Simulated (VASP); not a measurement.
Wanted: the native input for a VASP 6.6.1 run.

| Quantity | Value |
| --- | --- |
| Task | single point |
| Functional | LDA |
| Potentials or basis | VASP PAW LDA potentials, release 64 (K_sv) |
| Cutoff | 520 eV |
| k mesh | 7 × 7 × 7 |
| Occupations | fermi-dirac, width 0.05 eV |
| Spin | no spin polarisation |
| Dipole correction | no |
| Further INCAR settings | ALGO = Normal; EDIFF = 1e-06; NBANDS = 10 |

The structure of K lies in POSCAR:

```
K
1.0
   -2.7154236633      2.7154236633      2.7154236633
    2.7154236633     -2.7154236633      2.7154236633
    2.7154236633      2.7154236633     -2.7154236633
K
1
Direct
    0.0000000000      0.0000000000      0.0000000000
```

This cell differs from its parent crystal: volume scaled by 1.02.

These files were run (other wordings do the same):

INCAR

```
SYSTEM = K
  PREC = Accurate
  ENCUT = 520
  EDIFF = 1E-6
  ISMEAR = -1
  SIGMA = 0.05
  LREAL = .FALSE.
  LASPH = .TRUE.
  NELM = 80
  ALGO = Normal
  ISIF = 2
  LWAVE = .FALSE.
  LCHARG = .FALSE.
  NBANDS = 10
```

KPOINTS

```
regular mesh
0
G
  7 7 7
  0 0 0
```

Potentials or basis: VASP PAW LDA potentials, release 64 (K_sv).

The run is started by

```sh
$ cat potpaw_LDA.64/K_sv/POTCAR > POTCAR
$ mpirun -np 1 vasp_std > vasp.out
```

Results of the run:

```yaml
Pressure: -0.7 GPa
```

Wall time 18 s on 1 thread of AMD EPYC 7R43 64-Core Processor (Zen 3), with other jobs on the host, peak memory 0.12 GiB.
